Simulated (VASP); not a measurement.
# Ca (Cmcm) in VASP: a series of runs

Runs on Ca. Level: PBE. Tasks: single point.

Everything below comes from runs of VASP 6.6.1. Logs are shortened: lines on timing, memory, paths and dates and some standing lists are left out, and cuts for length are marked.

## (1) The cell of the first run

Symmetry: Cmcm, No. 63, orthorhombic system. The conventional cell has a = 3.943 Å, b = 6.791 Å, c = 6.509 Å, α = 90.00°, β = 90.00°, γ = 90.00°. Within 5.2 Å of Ca (site symmetry m2m) lie 12 Ca at 3.93 to 3.98 Å.

## (2) Single point, PBE

INCAR

```
SYSTEM = Ca
PREC = Accurate
ENCUT = 520
EDIFF = 1E-6
ISMEAR = 0
SIGMA = 0.1
LREAL = .False.
LASPH = .True.
NELM = 100
ALGO = Normal
ISIF = 2
LWAVE = .False.
LCHARG = .False.
GGA = PE
NBANDS = 17
```

KPOINTS

```
Automatic mesh
0
Gamma
  12 12 8
  0 0 0
```

POSCAR

```
Ca
1.0
    1.9712759950     -3.3954901800      0.0000000000
    1.9712759950      3.3954901800      0.0000000000
    0.0000000000      0.0000000000      6.5091117400
Ca
2
Direct
    0.8355866000      0.1644134000      0.2500000000
    0.1644134000      0.8355866000      0.7500000000
```

Potentials or basis: VASP PAW PBE potentials, release 64 (Ca_sv).

The run is started by

```bash
$ cat potpaw_PBE.64/Ca_sv/POTCAR > POTCAR
$ mpirun -np 1 vasp_std > vasp.out
```

OUTCAR:

```text
SYSTEM = Ca
   PREC = Accurate
   ENCUT = 520
   EDIFF = 1E-6
   ISMEAR = 0
   LREAL = .False.
   LASPH = .True.
   NELM = 100
   ISIF = 2
   GGA = PE

 ion  position               nearest neighbor table
   1  0.836  0.164  0.250-
   2  0.164  0.836  0.750-

  LATTYP: Found a base centered orthorhombic cell.
 ALAT       =     3.9425519900
 B/A-ratio  =     1.7224834009
 C/A-ratio  =     1.6509894496

  Lattice vectors:

 A1 = (   1.9712759950,  -3.3954901800,   0.0000000000)
 A2 = (   1.9712759950,   3.3954901800,   0.0000000000)
 A3 = (   0.0000000000,   0.0000000000,   6.5091117400)

Analysis of symmetry for initial positions (statically):
=====================================================================
 Subroutine PRICEL returns:
 Original cell was already a primitive cell.

 Routine SETGRP: Setting up the symmetry group for a
 base centered orthorhombic supercell.

 Subroutine GETGRP returns: Found  8 space group operations
 (whereof  4 operations were pure point group operations)
 out of a pool of  8 trial point group operations.

The static configuration has the point symmetry C_2h.
 The point group associated with its full space group is D_2h.

Analysis of symmetry for dynamics (positions and initial velocities):
=====================================================================
 Subroutine PRICEL returns:
 Original cell was already a primitive cell.

 Routine SETGRP: Setting up the symmetry group for a
 base centered orthorhombic supercell.

 Subroutine GETGRP returns: Found  8 space group operations
 (whereof  4 operations were pure point group operations)
 out of a pool of  8 trial point group operations.

The dynamic configuration has the point symmetry C_2h.
 The point group associated with its full space group is D_2h.

 Subroutine INISYM returns: Found  8 space group operations
 (whereof  4 operations are pure point group operations),
 and found     1 'primitive' translations

----------------------------------------------------------------------------------------

                                     Primitive cell

  volume of cell :      87.1368

  direct lattice vectors                    reciprocal lattice vectors
     1.971275995 -3.395490180  0.000000000     0.253642819 -0.147254144  0.000000000
     1.971275995  3.395490180  0.000000000     0.253642819  0.147254144  0.000000000
     0.000000000  0.000000000  6.509111740     0.000000000  0.000000000  0.153630793

  length of vectors
     3.926230076  3.926230076  6.509111740     0.293289043  0.293289043  0.153630793

  position of ions in fractional coordinates (direct lattice)
     0.835586600  0.164413400  0.250000000
     0.164413400  0.835586600  0.750000000

  ion indices of the primitive-cell ions
   primitive index   ion index
                 1           1
                 2           2

----------------------------------------------------------------------------------------

 KPOINTS: Automatic mesh

Automatic generation of k-mesh.
 Grid dimensions read from file:
 generate k-points for:   12   12    8

 Generating k-lattice:

  Cartesian coordinates                     Fractional coordinates (reciprocal lattice)
     0.021136902 -0.012271179  0.000000000     0.083333333  0.000000000  0.000000000
     0.021136902  0.012271179  0.000000000     0.000000000  0.083333333  0.000000000
     0.000000000  0.000000000  0.019203849     0.000000000  0.000000000  0.125000000

  Length of vectors
     0.024440754  0.024440754  0.019203849

  Shift w.r.t. Gamma in fractional coordinates (k-lattice)
     0.000000000  0.000000000  0.000000000

 Subroutine IBZKPT returns following result:
 ===========================================

 Found    215 irreducible k-points:

 Following reciprocal coordinates:
            Coordinates               Weight
  0.000000  0.000000  0.000000      1.000000
  0.083333  0.000000  0.000000      4.000000
  0.166667  0.000000  0.000000      4.000000
  0.250000  0.000000  0.000000      4.000000
  0.333333  0.000000  0.000000      4.000000
  0.416667  0.000000  0.000000      4.000000
[... 16 lines left out ...]
  0.500000  0.166667  0.000000      4.000000
 -0.416667  0.166667  0.000000      4.000000
 [... further k-points ...]
   k-points           NKPTS =    215   k-points in BZ     NKDIM =    215   number of bands    NBANDS=     17
   number of dos      NEDOS =    301   number of ions     NIONS =      2
   total plane-waves  NPLWV =  43200
   dimension x,y,z NGX =    30 NGY =   30 NGZ =   48
   dimension x,y,z NGXF=    60 NGYF=   60 NGZF=   96
   ions per type =               2
   NGX,Y,Z   is equivalent  to a cutoff of  12.70, 12.70, 12.26 a.u.
   NGXF,Y,Z  is equivalent  to a cutoff of  25.41, 25.41, 24.52 a.u.
 SYSTEM =  Ca
   PREC   = accura    normal or accurate (medium, high low for compatibility)
   ISTART =      0    job   : 0-new  1-cont  2-samecut
   ICHARG =      2    charge: 1-file 2-atom 10-const
   ISPIN  =      1    spin polarized calculation?
   LNONCOLLINEAR =      F non collinear calculations
   LSORBIT =      F    spin-orbit coupling
   LASPH  =      T    aspherical Exc in radial PAW
   ENCUT  =  520.0 eV  38.22 Ry    6.18 a.u.   7.30  7.30 12.10*2*pi/ulx,y,z
   NELM   =    100;   NELMIN=  2; NELMDL= -5     # of ELM steps
   EDIFF  = 0.1E-05   stopping-criterion for ELM
   LREAL  =      F    real-space projection
   EDIFFG = 0.1E-04   stopping-criterion for IOM
   NSW    =      0    number of steps for IOM
   IBRION =     -1    ionic relax: 0-MD 1-quasi-New 2-CG
   NFREE  =      0    steps in history (QN), initial steepest desc. (CG)
   ISIF   =      2    stress and relaxation
   ISYM   =      2    0-nonsym 1-usesym 2-fastsym
   POTIM  = 0.5000    time-step for ionic-motion
   TEBEG  =    0.0;   TEEND  =   0.0 temperature during run
   PSTRESS=    0.0 pullay stress
   NELECT =      20.0000    total number of electrons
   NUPDOWN=      -1.0000    fix difference up-down
   EMIN   =  10.00;   EMAX   =-10.00  energy-range for DOS
   EFERMI =   0.00;   METHOD = LEGACY
   ISMEAR =     0;   SIGMA  =   0.10  broadening in eV -4-tet -1-fermi 0-gaus
   EFERMI_NEDOS =   21; number of points for ismear=-14 and -15
   IALGO  =     38    algorithm
   IMIX   =      4    mixing-type and parameters
     AMIX     =   0.40;   BMIX     =  1.00
     AMIX_MAG =   1.60;   BMIX_MAG =  1.00
  volume/ion in A,a.u.               =      43.57       294.01
  Fermi-wavevector in a.u.,A,eV,Ry     =   1.002346  1.894159 13.669737  1.004697
  Thomas-Fermi vector in A             =   2.134827
   LORBIT       =      0    0 simple, 1 ext, 2 COOP (PROOUT), +10 PAW based schemes
   GGA     = PE    functional components
   LHFCALC =     F    Hartree Fock is set to
   AEXX    =    0.0000 exact exchange contribution
   IVDW    =     0    specifies the selected vdW correction
   LEPSILON=     F    determine dielectric tensor
   LRPA    =     F    only Hartree local field effects (RPA)
 non-spin polarized calculation
 Gauss-broadening in eV      SIGMA  =   0.10
  energy-cutoff  :      520.00
  volume of cell :       87.14
 maximum number of plane-waves:      2380
 NGX is ok and might be reduce to    30
   NGX = 15   NGY = 15   NGZ = 25

 number of electron      20.0000001 magnetization

 Free energy of the ion-electron system (eV)
  ---------------------------------------------------
  ext. energy  EPLUGINS =         0.00000000
  ---------------------------------------------------
  free energy    TOTEN  =        -3.85418021 eV

  energy without entropy =       -3.84327520  energy(sigma->0) =       -3.84872771

 E-fermi :   1.8961     XC(G=0):  -7.6367

 val. band max:        1.8940329018   @ k =  -0.3333   0.0833   0.0000
 cond. band min:       1.8993330730   @ k =   0.5000   0.3333   0.0000
 fundamental gap:      0.0053001712
 Fermi energy:         1.8961316639

 k-point     1 :       0.0000    0.0000    0.0000
  band No.  band energies     occupation
      1     -40.2445      2.00000
      2     -40.2335      2.00000
      3     -21.2796      2.00000
      4     -21.1842      2.00000
      5     -21.1823      2.00000
      6     -21.1675      2.00000
[... 9 lines left out ...]
     16       4.4437      0.00000
     17       4.8378      0.00000

 k-point     2 :       0.0833    0.0000    0.0000
  band No.  band energies     occupation
      1     -40.2438      2.00000
      2     -40.2332      2.00000
      3     -21.2769      2.00000
      4     -21.1895      2.00000
      5     -21.1856      2.00000
      6     -21.1741      2.00000
[... 9 lines left out ...]
     16       4.5059      0.00000
     17       4.7119      0.00000

 k-point     3 :       0.1667    0.0000    0.0000
  band No.  band energies     occupation
      1     -40.2418      2.00000
      2     -40.2321      2.00000
      3     -21.2694      2.00000
      4     -21.2072      2.00000
      5     -21.1924      2.00000
      6     -21.1908      2.00000
[... 9 lines left out ...]
     16       4.4342      0.00000
     17       4.5900      0.00000

 k-point     4 :       0.2500    0.0000    0.0000
  band No.  band energies     occupation
      1     -40.2390      2.00000
      2     -40.2308      2.00000
      3     -21.2581      2.00000
      4     -21.2317      2.00000
      5     -21.2165      2.00000
      6     -21.1981      2.00000
[... 9 lines left out ...]
     16       4.6865      0.00000
     17       4.7843      0.00000
[... 343 lines left out ...]
      1     -40.2318      2.00000
      2     -40.2289      2.00000
      3     -21.2734      2.00000
      4     -21.2560      2.00000
      5     -21.2259      2.00000
      6     -21.2220      2.00000
[... 9 lines left out ...]
     16       5.4136      0.00000
     17       5.7064      0.00000

 k-point    23 :       0.5000    0.1667    0.0000
  band No.  band energies     occupation
      1     -40.2326      2.00000
      2     -40.2289      2.00000
      3     -21.2686      2.00000
      4     -21.2547      2.00000
      5     -21.2271      2.00000
      6     -21.2211      2.00000
[... 9 lines left out ...]
     16       5.1981      0.00000
     17       5.7022      0.00000

 k-point    24 :      -0.4167    0.1667    0.0000
  band No.  band energies     occupation
      1     -40.2348      2.00000
      2     -40.2293      2.00000
      3     -21.2544      2.00000
      4     -21.2476      2.00000
      5     -21.2387      2.00000
      6     -21.2110      2.00000
[... 9 lines left out ...]
     16       4.9232      0.00000
     17       5.3392      0.00000

 [... further k-points ...]
[... 5 lines left out ...]
  --------------------------------------------------------------------------------------
  -------------------------------------------------------------------------------------
  Total       -0.2622854     -0.1387675     -0.3393760      0.0000000      0.0000000      0.0000000
  in kB       -4.8226206     -2.5515069     -6.2400790      0.0000000      0.0000000      0.0000000
  external PRESSURE =      -4.5380688 kB  Pullay stress =       0.0000000 kB

 VOLUME and BASIS-vectors are now :
 -----------------------------------------------------------------------------
  energy-cutoff  :      520.00
  volume of cell :       87.14
      direct lattice vectors                 reciprocal lattice vectors
     1.971275995 -3.395490180  0.000000000     0.253642819 -0.147254144  0.000000000
     1.971275995  3.395490180  0.000000000     0.253642819  0.147254144  0.000000000
     0.000000000  0.000000000  6.509111740     0.000000000  0.000000000  0.153630793

 POSITION                                       TOTAL-FORCE (eV/Angst)
 -----------------------------------------------------------------------------------
      1.97128     -2.27896      1.62728         0.000000      0.016006      0.000000
      1.97128      2.27896      4.88183         0.000000     -0.016006     -0.000000
 -----------------------------------------------------------------------------------
    total drift:                                0.000000     -0.000000      0.000000

  FREE ENERGIE OF THE ION-ELECTRON SYSTEM (eV)
  ---------------------------------------------------
  free  energy   TOTEN  =        -3.8541802145 eV

  energy  without entropy=       -3.8432751999  energy(sigma->0) =       -3.84872771
```

It took 1.7 min on 1 thread of Intel Xeon 6975P-C (Granite Rapids), shared host; peak memory 0.39 GiB.

What came out:

```yaml
Free_energy: -3.8542 eV
Pressure: -0.5 GPa
Largest_force: 0.016 eV/Å
Band_gap_on_the_k_mesh: zero (band 10 reaches 2.16 eV, above the bottom of band 11 at 1.60 eV)
```

Forces on the atoms (eV/Å):
```
Ca   0.000  0.016  0.000
Ca   0.000 -0.016  0.000
```

Stress tensor (GPa, compression positive):
```
-0.48  0.00  0.00
 0.00 -0.26  0.00
 0.00  0.00 -0.62
```

Levels at points of the mesh, in eV from the Fermi level:
```tsv
k point	band 6	band 7	band 8	band 9	band 10	band 11	band 12	band 13	band 14	band 15
(0.00, 0.00, 0.00)	-23.06	-23.06	-23.06	-4.03	-1.09	-0.30	2.16	2.22	2.25	2.49
(0.50, 0.00, 0.00)	-23.11	-23.08	-23.08	-1.13	-0.71	0.20	0.36	1.32	1.82	2.18
(0.50, 0.50, 0.00)	-23.11	-23.09	-23.08	-1.10	-0.70	0.22	0.38	1.28	1.81	2.16
(0.00, 0.00, 0.50)	-23.07	-23.07	-23.07	-3.06	-3.06	1.31	1.31	2.21	2.21	2.25
(0.50, 0.00, 0.50)	-23.10	-23.09	-23.09	-0.69	-0.69	0.05	0.05	1.40	1.40	2.81
(0.50, 0.50, 0.50)	-23.10	-23.09	-23.09	-0.69	-0.69	0.08	0.08	1.39	1.39	2.79
```

(Continued in part 2 of 2.)
